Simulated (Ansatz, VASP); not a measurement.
One calculation of MgO, two programs

```
CELL_PARAMETERS angstrom
2.03501 0.00000 0.00000
0.00000 2.03501 0.00000
0.00000 0.00000 2.03501
ATOMIC_POSITIONS crystal
Mg 0.00000 0.00000 0.00000
O 0.50000 0.50000 0.50000
```

Alike in both runs: task single point; functional PBEsol; k mesh 12 × 12 × 12; no spin polarisation.

|  | VASP | Ansatz |
| --- | --- | --- |
| version | VASP 6.6.1 | Ansatz 0.2.0 |
| potentials or method | VASP PAW PBE potentials, release 64 (Mg, O), cutoff 600 eV | scalar-relativistic, plane waves, PAW |
| occupations | gaussian, width 0.01 eV | fixed |
| valence electrons in the cell | 8 | 16 |

Ansatz gave:

```
gap on the k mesh at the Fermi level (eV) : 7.51
least direct gap on the mesh (eV)         : 7.51
```

**Question.** Which values does VASP return?

**Answer.** gap on the k mesh at the Fermi level (eV): 7.60; least direct gap on the mesh (eV): 7.60.

VASP's potentials were made for PBE, not for PBEsol. VASP's potentials hold 8 valence electrons a cell and Ansatz's 16, so a difference there can come from the potentials and not from the codes.
